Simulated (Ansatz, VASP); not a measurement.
KLa in VASP and in Ansatz

```
K La
1.0
     1.89357   -1.09325    7.42912
     0.00000    2.18650    7.42912
    -1.89357   -1.09325    7.42912
K La
1 1
Cartesian
  0.0000 0.0000 0.0000
  0.0000 0.0000 11.1437
```

Alike in both runs: task electric field gradients; functional PBE; k mesh 11 × 11 × 11; occupations fermi-dirac, width 0.05 eV; no spin polarisation.

```csv
,VASP,Ansatz
version,VASP 6.6.1,Ansatz 0.2.0
potentials or method,"VASP PAW PBE potentials, release 64 (K_sv, La), cutoff 520 eV","all-electron PAW with datasets made for the crystal, scalar-relativistic"
```

Ansatz gave:

- pressure (GPa): 0.0
- size of Vzz on the site where it differs most (V/Å²): 50.1

Q: What did VASP give for the same quantities?

A: Pressure (GPa): 0.0; size of Vzz on the site where it differs most (V/Å²): 55.5.

Ansatz ran all-electron here, and VASP with PAW potentials.

Spin-orbit coupling is off throughout.
